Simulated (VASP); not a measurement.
LuBe3:

```
CELL_PARAMETERS angstrom
3.54709 0.00000 0.00000
0.00000 3.54709 0.00000
0.00000 0.00000 3.54709
ATOMIC_POSITIONS crystal
Lu 0.00000 0.00000 0.00000
Be 0.00000 0.50000 0.50000
Be 0.50000 0.00000 0.50000
Be 0.50000 0.50000 0.00000
```

The cell was generated, and may not be a known phase.

| Item | Value |
| --- | --- |
| Program | VASP 6.6.1 |
| Task | relaxation of cell and atoms |
| Functional | PBE |
| Potentials or basis | VASP PAW PBE potentials, release 64 (Lu, Be) |
| Cutoff | 600 eV |
| k mesh | 6 × 6 × 6 |
| Occupations | gaussian, width 0.1 eV |
| Spin | no spin polarisation |

At the start: pressure 28.9 GPa; volume 11.16 Å³/atom.

Where does the relaxation end?

Over 3 steps the energy falls by 234.2 meV/atom and the volume is 14.11 Å³/atom (+26.5 %); space group Pm-3m (No. 221, to 0.1 Å) before and after.

Step by step:
```
step  energy change (eV)  largest force (eV/Å)  pressure (GPa)  volume (Å³)
   1              0.0000                0.0000           28.94        44.63
   2             -0.9174                0.0000           -3.68        58.95
   3             -0.9367                0.0000            0.32        56.45
```

Final structure:
```
Lu Be
1.0
     3.83614    0.00000    0.00000
     0.00000    3.83614    0.00000
     0.00000    0.00000    3.83614
Lu Be
1 3
Direct
  0.00000 0.00000 0.00000
  0.00000 0.50000 0.50000
  0.50000 0.00000 0.50000
  0.50000 0.50000 0.00000
```

Caveat: the volume moved by over 15 % at a fixed basis, so the end points are rough.
